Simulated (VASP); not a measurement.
A run of VASP 6.6.1 is set up as follows.

Contents of INCAR:

```
ALGO = Normal
EDIFF = 1E-6
ENCUT = 520
GGA = PS
ISIF = 2
ISMEAR = 0
LASPH = T
LCHARG = T
LELF = T
LREAL = F
LVHAR = T
LWAVE = F
NBANDS = 16
NELM = 100
PREC = Accurate
SIGMA = 0.15
```

KPOINTS

```
k-points
0
Gamma
  16 16 16
```

File POSCAR:

```
ZrS
1.0
    0.0000000000      2.6478319317      2.5231840067
    2.5791141119      0.0000000000      2.5231840067
    2.5791141119      2.6478319317      0.0000000000
Zr S
1 1
Direct
    0.0000000000      0.0000000000      0.0000000000
    0.5000000000      0.5000000000      0.5000000000
```

Potentials or basis: VASP PAW PBE potentials, release 64 (Zr_sv, S).

The run is started by

```sh
$ cat potpaw_PBE.64/Zr_sv/POTCAR potpaw_PBE.64/S/POTCAR > POTCAR
$ mpirun -np 1 vasp_std > vasp.out
```

Task: What does it give for the pressure?

Result: 1.0 GPa.

Task: Estimate the band gap on the k mesh.

Result: Zero (bands 9 and 10 overlap by 2.95 eV).

Stress tensor (GPa, compression positive):
```
 0.45  0.00  0.00
 0.00 -6.24  0.00
 0.00  0.00  8.65
```

Caveat: the cell differs from its parent crystal (strain +e along x and -e along y -0.0133, strain +e along z and -e/2 along x and y -0.0233); the stress differs along the axes, from -6 to 9 GPa; the PAW data sets were made with another functional, which shifts forces and pressure a little.
